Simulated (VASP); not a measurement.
Here is a VASP 6.6.1 calculation.

Contents of INCAR:

```
  PREC = Accurate
  ENCUT = 600
  EDIFF = 1E-6
  ISMEAR = 0
  SIGMA = 0.1
  LREAL = F
  LASPH = T
  NELM = 80
  ALGO = Normal
  ISIF = 3
  LWAVE = F
  LCHARG = F
  GGA = PE
  IBRION = 2
  NSW = 90
  EDIFFG = -0.04
```

KPOINTS

```
Automatic mesh
0
Gamma
  4 4 6
```

POSCAR

```
SiC5
1.0
    3.8340251639      0.0000000000      0.0000000000
    0.0000000000      3.8340251639      0.0000000000
    0.0000000000      0.0000000000      3.5822725690
Si C
1 5
Direct
    0.5000000000      0.5000000000      0.0000000000
    0.5000000000      0.0000000000      0.5000000000
    0.0000000000      0.5000000000      0.5000000000
    0.5000000000      0.0000000000      0.0000000000
    0.0000000000      0.5000000000      0.0000000000
    0.5000000000      0.5000000000      0.5000000000
```

Potentials or basis: VASP PAW PBE potentials, release 64 (Si, C).

Launch:

```bash
$ cat potpaw_PBE.64/Si/POTCAR potpaw_PBE.64/C/POTCAR > POTCAR
$ mpirun -np 1 vasp_std > vasp.out
```

Question: Estimate the band gap on the k mesh.

Answer: Zero (bands 12 and 13 overlap by 2.84 eV).

Question: Predict the space group after relaxing (to 0.1 Å).

Answer: P4/mmm (No. 123).

Question: Estimate the relaxed cell.

Answer: a = 3.892 Å, b = 3.892 Å, c = 3.499 Å, α = 90.00°, β = 90.00°, γ = 90.00°.

Question: What does it give for the relaxed volume?

Answer: 8.84 Å³/atom.

Final structure:
```yaml
crystal:
  lattice:
    - [3.89231, 0.00000, 0.00000]
    - [0.00000, 3.89231, 0.00000]
    - [0.00000, 0.00000, 3.49925]
  atoms:
    - { symbol: Si, position: [0.50000, 0.50000, 0.00000] }
    - { symbol: C, position: [0.50000, 0.00000, 0.50000] }
    - { symbol: C, position: [0.00000, 0.50000, 0.50000] }
    - { symbol: C, position: [0.50000, 0.00000, 0.00000] }
    - { symbol: C, position: [0.00000, 0.50000, 0.00000] }
    - { symbol: C, position: [0.50000, 0.50000, 0.50000] }
```

Caveat: the k points lie up to 0.40 Å⁻¹ apart in the final cell, too coarse for converged energies and pressures of a metal.
